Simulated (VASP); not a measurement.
# RbBr (Fm-3m) in VASP: dielectric tensor with PBE

Aim: the dielectric tensor of RbBr with PBE.

All numbers are computed with VASP 6.6.1; they aren't measurements. Logs are shortened: lines on timing, memory, paths and dates and some standing lists are left out, and cuts for length are marked.

## (1) The cell of the first run

Symmetry: Fm-3m, No. 225, cubic system. The conventional cell has a = 6.922 Å, b = 6.922 Å, c = 6.922 Å, α = 90.00°, β = 90.00°, γ = 90.00°. Rb (site symmetry m-3m) has 6 Br at 3.46 Å within 4.5 Å. Br (site symmetry m-3m) has 6 Rb at 3.46 Å within 4.5 Å.

## (2) Dielectric tensor, PBE

INCAR

```
SYSTEM = RbBr
  PREC = Accurate
  ENCUT = 520
  EDIFF = 1E-8
  ISMEAR = 0
  SIGMA = 0.01
  LREAL = .False.
  LASPH = .True.
  NELM = 60
  ALGO = Normal
  ISIF = 2
  LWAVE = .False.
  LCHARG = .False.
  GGA = PE
  LEPSILON = .True.
```

KPOINTS

```
Automatic mesh
0
Gamma
  6 6 6
  0 0 0
```

POSCAR

```
RbBr
1.0
    0.0000000000      3.4610545825      3.4610545825
    3.4610545825      0.0000000000      3.4610545825
    3.4610545825      3.4610545825      0.0000000000
Rb Br
1 1
Direct
    0.0000000000      0.0000000000      0.0000000000
    0.5000000000      0.5000000000      0.5000000000
```

Potentials or basis: VASP PAW PBE potentials, release 64 (Rb_sv, Br).

Run with:

```bash
$ cat potpaw_PBE.64/Rb_sv/POTCAR potpaw_PBE.64/Br/POTCAR > POTCAR
$ mpirun -np 1 vasp_std > vasp.out
```

OUTCAR:

```text
SYSTEM = RbBr
   PREC = Accurate
   ENCUT = 520
   EDIFF = 1E-8
   ISMEAR = 0
   LREAL = .False.
   LASPH = .True.
   NELM = 60
   ISIF = 2
   GGA = PE
   LEPSILON = .True.

 ion  position               nearest neighbor table
   1  0.000  0.000  0.000-   2 3.46   2 3.46   2 3.46   2 3.46   2 3.46   2 3.46
   2  0.500  0.500  0.500-   1 3.46   1 3.46   1 3.46   1 3.46   1 3.46   1 3.46

  LATTYP: Found a face centered cubic cell.
 ALAT       =     6.9221091650

  Lattice vectors:

 A1 = (   0.0000000000,   3.4610545825,   3.4610545825)
 A2 = (   3.4610545825,   0.0000000000,   3.4610545825)
 A3 = (   3.4610545825,   3.4610545825,   0.0000000000)

Analysis of symmetry for initial positions (statically):
=====================================================================
 Subroutine PRICEL returns:
 Original cell was already a primitive cell.

 Routine SETGRP: Setting up the symmetry group for a
 face centered cubic supercell.

 Subroutine GETGRP returns: Found 48 space group operations
 (whereof 48 operations were pure point group operations)
 out of a pool of 48 trial point group operations.

The static configuration has the point symmetry O_h .

Analysis of symmetry for dynamics (positions and initial velocities):
=====================================================================
 Subroutine PRICEL returns:
 Original cell was already a primitive cell.

 Routine SETGRP: Setting up the symmetry group for a
 face centered cubic supercell.

 Subroutine GETGRP returns: Found 48 space group operations
 (whereof 48 operations were pure point group operations)
 out of a pool of 48 trial point group operations.

The dynamic configuration has the point symmetry O_h .

 Subroutine INISYM returns: Found 48 space group operations
 (whereof 48 operations are pure point group operations),
 and found     1 'primitive' translations

----------------------------------------------------------------------------------------

                                     Primitive cell

  volume of cell :      82.9192

  direct lattice vectors                    reciprocal lattice vectors
     0.000000000  3.461054583  3.461054583    -0.144464639  0.144464639  0.144464639
     3.461054583  0.000000000  3.461054583     0.144464639 -0.144464639  0.144464639
     3.461054583  3.461054583  0.000000000     0.144464639  0.144464639 -0.144464639

  length of vectors
     4.894670331  4.894670331  4.894670331     0.250220094  0.250220094  0.250220094

  position of ions in fractional coordinates (direct lattice)
     0.000000000  0.000000000  0.000000000
     0.500000000  0.500000000  0.500000000

  ion indices of the primitive-cell ions
   primitive index   ion index
                 1           1
                 2           2

----------------------------------------------------------------------------------------

 KPOINTS: Automatic mesh

Automatic generation of k-mesh.
 Grid dimensions read from file:
 generate k-points for:    6    6    6

 Generating k-lattice:

  Cartesian coordinates                     Fractional coordinates (reciprocal lattice)
    -0.024077440  0.024077440  0.024077440     0.166666667  0.000000000  0.000000000
     0.024077440 -0.024077440  0.024077440     0.000000000  0.166666667  0.000000000
     0.024077440  0.024077440 -0.024077440     0.000000000  0.000000000  0.166666667

  Length of vectors
     0.041703349  0.041703349  0.041703349

  Shift w.r.t. Gamma in fractional coordinates (k-lattice)
     0.000000000  0.000000000  0.000000000

 Subroutine IBZKPT returns following result:
 ===========================================

 Found     16 irreducible k-points:

[... 65 lines left out ...]
   LEPSILON=     T    determine dielectric tensor
   LRPA    =     F    only Hartree local field effects (RPA)
 non-spin polarized calculation
 Gauss-broadening in eV      SIGMA  =   0.01
  energy-cutoff  :      520.00
  volume of cell :       82.92
 maximum number of plane-waves:      2252
   NGX = 19   NGY = 19   NGZ = 19

--------------------------------------- Ionic step        1  -------------------------------------------

 number of electron      15.9999997 magnetization

 E-fermi :  -1.8161     XC(G=0):  -7.1168

 val. band max:       -1.8622778686   @ k =   0.0000   0.0000   0.0000
 cond. band min:       2.4259886390   @ k =   0.0000   0.0000   0.0000
 fundamental gap:      4.2882665077
 Fermi energy:        -1.8161343909

 k-point     1 :       0.0000    0.0000    0.0000
  band No.  band energies     occupation
      1     -26.3393      2.00000
      2     -14.0144      2.00000
      3     -10.4137      2.00000
      4     -10.4137      2.00000
      5     -10.4137      2.00000
      6      -1.8623      2.00000
      7      -1.8623      2.00000
      8      -1.8623      2.00000
      9       2.4260      0.00000
     10       5.4079      0.00000
     11       5.4079      0.00000
     12       5.4079      0.00000
[... 211 lines left out ...]
 k-point    16 :      -0.3333    0.5000    0.1667
  band No.  band energies     occupation
      1     -26.3290      2.00000
      2     -13.9829      2.00000
      3     -10.5510      2.00000
      4     -10.5021      2.00000
      5     -10.4185      2.00000
      6      -2.2715      2.00000
      7      -2.2528      2.00000
      8      -2.1204      2.00000
      9       4.4489      0.00000
     10       5.8789      0.00000
     11       6.0507      0.00000
     12       6.9617      0.00000

  FORCE on cell =-STRESS in cart. coord.  units (eV):
  Direction    XX          YY          ZZ          XY          YZ          ZX
  --------------------------------------------------------------------------------------
  -------------------------------------------------------------------------------------
  Total        0.2926379      0.2926379      0.2926379      0.0000000      0.0000000     -0.0000000
  in kB        5.6543916      5.6543916      5.6543916      0.0000000      0.0000000     -0.0000000
  external PRESSURE =       5.6543916 kB  Pullay stress =       0.0000000 kB

 VOLUME and BASIS-vectors are now :
 -----------------------------------------------------------------------------
  energy-cutoff  :      520.00
  volume of cell :       82.92
      direct lattice vectors                 reciprocal lattice vectors
     0.000000000  3.461054583  3.461054583    -0.144464639  0.144464639  0.144464639
     3.461054583  0.000000000  3.461054583     0.144464639 -0.144464639  0.144464639
     3.461054583  3.461054583  0.000000000     0.144464639  0.144464639 -0.144464639

 POSITION                                       TOTAL-FORCE (eV/Angst)
 -----------------------------------------------------------------------------------
      0.00000      0.00000      0.00000         0.000000      0.000000     -0.000000
      3.46105      3.46105      3.46105        -0.000000     -0.000000      0.000000
 -----------------------------------------------------------------------------------
    total drift:                                0.000000      0.000000      0.000000

  FREE ENERGIE OF THE ION-ELECTRON SYSTEM (eV)
  ---------------------------------------------------
  free  energy   TOTEN  =        -6.1093494587 eV

  energy  without entropy=       -6.1093494587  energy(sigma->0) =       -6.10934946

 HEAD OF MICROSCOPIC STATIC DIELECTRIC TENSOR (INDEPENDENT PARTICLE, excluding Hartree and local field effects)
 ------------------------------------------------------
           2.776946     0.000000    -0.000000
          -0.000000     2.776946     0.000000
           0.000000    -0.000000     2.776946
 ------------------------------------------------------

 Free energy of the ion-electron system (eV)
  ---------------------------------------------------
  ---------------------------------------------------
  free energy    TOTEN  =        -0.40063816 eV

  energy without entropy =       -0.40063816

------------------------ aborting loop because EDIFF is reached ----------------------------------------

--------------------------------------- Ionic step        2  -------------------------------------------

------------------------ aborting loop because EDIFF is reached ----------------------------------------

--------------------------------------- Ionic step        3  -------------------------------------------

 Free energy of the ion-electron system (eV)
  ---------------------------------------------------
  ---------------------------------------------------
  free energy    TOTEN  =        -0.40063580 eV

  energy without entropy =       -0.40063580

------------------------ aborting loop because EDIFF is reached ----------------------------------------

 PIEZOELECTRIC TENSOR FIELD DIRECTION 3  (e Angst)
 -----------------------------------------------------------------------------
    -0.00011  0.00000 -0.00000           (  0.00000  0.00000  0.00000)
     0.00000 -0.00011  0.00000           (  0.00000  0.00000  0.00000)
    -0.00000  0.00000 -0.00089           (  0.00000  0.00000  0.00000)

 PIEZOELECTRIC TENSOR FIELD DIRECTION 3  (C/m^2)
 -----------------------------------------------------------------------------
    -0.00002  0.00000 -0.00000
     0.00000 -0.00002  0.00000
    -0.00000  0.00000 -0.00017

 MACROSCOPIC STATIC DIELECTRIC TENSOR (including local field effects in DFT)
 ------------------------------------------------------
           2.509747     0.000000    -0.000000
          -0.000000     2.509747    -0.000000
           0.000000     0.000000     2.509747
 ------------------------------------------------------

 PIEZOELECTRIC TENSOR (including local field effects)  for field in x, y, z        (e  Angst)
          XX          YY          ZZ          XY          YZ          ZX
  --------------------------------------------------------------------------------
  x     0.00000     0.00000     0.00000     0.00000     0.00000     0.00000
  y     0.00000     0.00000     0.00000     0.00000     0.00000     0.00000
  z     0.00000     0.00000     0.00000     0.00000     0.00000     0.00000

 PIEZOELECTRIC TENSOR (including local field effects)  for field in x, y, z        (C/m^2)
          XX          YY          ZZ          XY          YZ          ZX
  --------------------------------------------------------------------------------
  x     0.00000     0.00000     0.00000     0.00000     0.00000     0.00000
  y     0.00000     0.00000     0.00000     0.00000     0.00000     0.00000
  z     0.00000     0.00000     0.00000     0.00000     0.00000     0.00000

 BORN EFFECTIVE CHARGES (including local field effects) (in |e|, cummulative output)
 ---------------------------------------------------------------------------------
 ion    1
    1     1.15918     0.00000     0.00000
    2     0.00000     1.15918     0.00000
    3     0.00000     0.00000     1.15918
 ion    2
    1    -1.15918     0.00000     0.00000
    2     0.00000    -1.15918     0.00000
    3     0.00000     0.00000    -1.15918
```

It took 6.8 min on 1 thread of Oxide Virtual Turin-like, shared host; peak memory 0.24 GiB.

What came out:

| Property | Result |
| --- | --- |
| Band gap on the k mesh | 4.29 eV |
| Electronic dielectric tensor (diagonal) | 2.51 |
| Born charges (mean of the diagonal) | Rb +1.16; Br -1.16 e |

Levels at points of the mesh, in eV from the valence-band top:
| k point | band 4 | band 5 | band 6 | band 7 | band 8 | band 9 | band 10 | band 11 | band 12 |
| --- | --- | --- | --- | --- | --- | --- | --- | --- | --- |
| (0.00, 0.00, 0.00) | -8.55 | -8.55 | 0.00 | 0.00 | 0.00 | 4.29 | 7.27 | 7.27 | 7.27 |
| (0.50, 0.00, 0.00) | -8.56 | -8.51 | -0.94 | -0.33 | -0.33 | 6.74 | 7.61 | 9.40 | 9.40 |
| (0.50, 0.50, 0.00) | -8.62 | -8.62 | -0.47 | -0.16 | -0.16 | 5.64 | 7.02 | 9.05 | 9.15 |

Electronic dielectric tensor:
```
2.51 0.00 0.00
0.00 2.51 0.00
0.00 0.00 2.51
```

Born effective charge tensors (e):
atom 1, Rb
```
1.16 0.00 0.00
0.00 1.16 0.00
0.00 0.00 1.16
```
atom 2, Br
```
-1.16  0.00  0.00
 0.00 -1.16  0.00
 0.00  0.00 -1.16
```
